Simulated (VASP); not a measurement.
Here is a VASP 6.6.1 calculation.

The input POSCAR:

```
HfO2
1.0
    3.5768243322      0.0000000000      0.0000000000
    0.0000000000      3.5768243322      0.0000000000
    0.0000000000      0.0000000000      5.5928745002
Hf O
2 4
Direct
    0.5000000000      0.5000000000      0.5000000000
    0.0000000000      0.0000000000      0.0000000000
    0.0000000000      0.5000000000      0.6961635346
    0.5000000000      0.0000000000      0.8038364654
    0.5000000000      0.0000000000      0.3038364654
    0.0000000000      0.5000000000      0.1961635346
```

Contents of INCAR.step1:

```
SYSTEM = HfO2
  PREC = Accurate
  ENCUT = 520
  ISMEAR = 0
  SIGMA = 0.05
  LREAL = .FALSE.
  LASPH = .TRUE.
  NELM = 60
  NBANDS = 31
  GGA = PE
  ALGO = Normal
  EDIFF = 1E-4
  LWAVE = .TRUE.
  LCHARG = .FALSE.
```

The input INCAR.step2:

```
SYSTEM = HfO2
  PREC = Accurate
  ENCUT = 520
  EDIFF = 1E-6
  ISMEAR = 0
  SIGMA = 0.05
  LREAL = .FALSE.
  LASPH = .TRUE.
  NELM = 60
  ALGO = Normal
  ISIF = 2
  LWAVE = .FALSE.
  LCHARG = .TRUE.
  METAGGA = R2SCAN
  LMIXTAU = .TRUE.
  LELF = .TRUE.
  LVHAR = .TRUE.
  NBANDS = 31
  ISTART = 1
```

The input KPOINTS:

```
regular mesh
0
G
  6 6 6
  0 0 0
```

Potentials or basis: VASP PAW PBE potentials, release 64 (Hf_pv, O).

The run is started by

```sh
$ cat potpaw_PBE.64/Hf_pv/POTCAR potpaw_PBE.64/O/POTCAR > POTCAR
$ cp INCAR.step1 INCAR
$ mpirun -np 1 vasp_std > vasp.out
$ cp INCAR.step2 INCAR
$ mpirun -np 1 vasp_std > vasp.out
```

(1) What does it give for the largest force?

(2) Predict the pressure.

Results:

(1) 0.854 eV/Å.

(2) -17.7 GPa.

Caveat: the cell differs from its parent crystal (strain +0.0750 x Voigt [0, 0, 1, 0, 0, 0]); the PAW data sets were made with another functional, which shifts forces and pressure a little.
